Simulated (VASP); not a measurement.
**CdS: electric field gradients with PBEsol**

CdS:

```xyz
2
Lattice="0.0000 2.9165 2.9165 2.9165 0.0000 2.9165 2.9165 2.9165 0.0000" Properties=species:S:1:pos:R:3 pbc="T T T"
Cd    0.1312   -0.1312   -0.1312
S     1.3270    1.5895    1.5895
```

This cell differs from its parent crystal: shortest bond scaled by 0.82.

```yaml
Program: VASP 6.6.1
Task: electric field gradients
Functional: PBEsol
Potentials_or_basis: VASP PAW PBE potentials, release 64 (Cd, S)
Cutoff: 520 eV
k_mesh: 7 × 7 × 7
Occupations: fermi-dirac, width 0.03 eV
Spin: no spin polarisation
Dipole_correction: no
Further_INCAR_settings: ALGO = Normal; EDIFF = 1e-08; NBANDS = 16
```

- Pressure: 9.4 GPa
- Largest force: 6.567 eV/Å
- Band gap on the k mesh: 1.09 eV
- Largest electric field gradient by atom: Cd -262.4; S +25.9 V/Å²

Forces on the atoms (eV/Å):
```
Cd  -3.791  3.791  3.791
S    3.791 -3.791 -3.791
```

Stress tensor (GPa, compression positive):
```
  9.44 -13.51 -13.51
-13.51   9.44  13.51
-13.51  13.51   9.44
```

Levels at points of the mesh, in eV from the valence-band top:
| k point | band 7 | band 8 | band 9 | band 10 | band 11 | band 12 |
| --- | --- | --- | --- | --- | --- | --- |
| (0.00, 0.00, 0.00) | -0.53 | 0.00 | 0.00 | 1.09 | 6.28 | 6.28 |

Electric field gradients, principal values (V/Å²):
| atom | least | middle | greatest (by size) |
| --- | --- | --- | --- |
| 1 Cd | 131.190 | 131.191 | -262.381 |
| 2 S | -12.949 | -12.950 | 25.899 |

Run time: 47 s on 1 thread of Intel Xeon 8259CL, with other jobs on the host, peak memory 0.19 GiB.

Caveat: the cell differs from its parent crystal (shortest bond scaled by 0.82); the cell stands under pressure; without QUAD_EFG the Cq values of the log hold for a quadrupole moment of 1 mb, not for the nuclei; the PAW data sets were made with another functional, which shifts forces and pressure a little.
